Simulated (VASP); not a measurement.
MgBe2Te3:

```
Mg Be Te
1.0
     7.55445    0.00000    0.00000
    -3.77722    6.54234    0.00000
     0.00000    0.00000    3.41779
Mg Be Te
1 2 3
Cartesian
  0.0000 0.0000 2.0330
  3.7772 2.1808 3.0403
  0.0000 4.3616 3.0403
  1.8886 3.2712 2.0732
  3.7772 0.0000 2.0732
  -1.8886 3.2712 2.0732
```

* Program: VASP 6.6.1
* Task: relaxation of cell and atoms
* Functional: PBE
* Potentials or basis: VASP PAW PBE potentials, release 64 (Mg, Be, Te)
* Cutoff: 600 eV
* k mesh: 6 × 6 × 12
* Occupations: gaussian, width 0.1 eV
* Spin: no spin polarisation

At the start: pressure 0.1 GPa; volume 28.15 Å³/atom.

Task: How do energy, volume and symmetry change on relaxing?

Result: Over 28 steps the energy falls by 12.4 meV/atom and the volume is 28.42 Å³/atom (+1.0 %); space group P6mm (No. 183, to 0.05 Å).

Step by step:
```csv
step,energy change (eV),largest force (eV/Å),pressure (GPa),volume (Å³)
1,0.0000,0.0052,0.06,168.92
2,-0.0233,0.0392,-0.16,169.14
3,-0.0601,0.1345,-0.52,169.61
4,-0.0604,0.1131,-0.47,169.49
5,-0.0625,0.1235,-0.50,169.54
6,-0.0646,0.0473,0.30,166.45
7,-0.0669,0.0790,-0.04,167.72
8,-0.0686,0.0505,0.11,167.31
9,-0.0686,0.0471,0.13,167.26
10,-0.0697,0.0474,0.06,167.87
11,-0.0715,0.0470,-0.16,169.71
12,-0.0723,0.0388,-0.12,169.74
13,-0.0734,0.0215,-0.04,169.82
14,-0.0729,0.0157,0.13,169.97
15,-0.0737,0.0142,0.02,169.87
16,-0.0737,0.0144,0.03,169.96
17,-0.0738,0.0146,0.03,170.11
18,-0.0738,0.0144,0.00,170.32
19,-0.0739,0.0143,-0.01,170.39
20,-0.0739,0.0139,-0.01,170.39
21,-0.0739,0.0127,-0.01,170.39
22,-0.0740,0.0104,0.00,170.40
23,-0.0740,0.0103,0.01,170.40
24,-0.0740,0.0098,0.01,170.40
25,-0.0740,0.0091,0.01,170.41
26,-0.0741,0.0075,0.02,170.42
27,-0.0741,0.0075,0.04,170.44
28,-0.0741,0.0061,0.01,170.53
```

Final structure:
```
Mg Be Te
1.0
     7.74506    0.00000    0.00000
    -3.87253    6.70742    0.00000
     0.00000    0.00000    3.28252
Mg Be Te
1 2 3
Direct
  0.00000 0.00000 0.60840
  0.66667 0.33333 0.86668
  0.33333 0.66667 0.86668
  0.50000 0.50000 0.61729
  0.50000 0.00000 0.61729
  0.00000 0.50000 0.61729
```
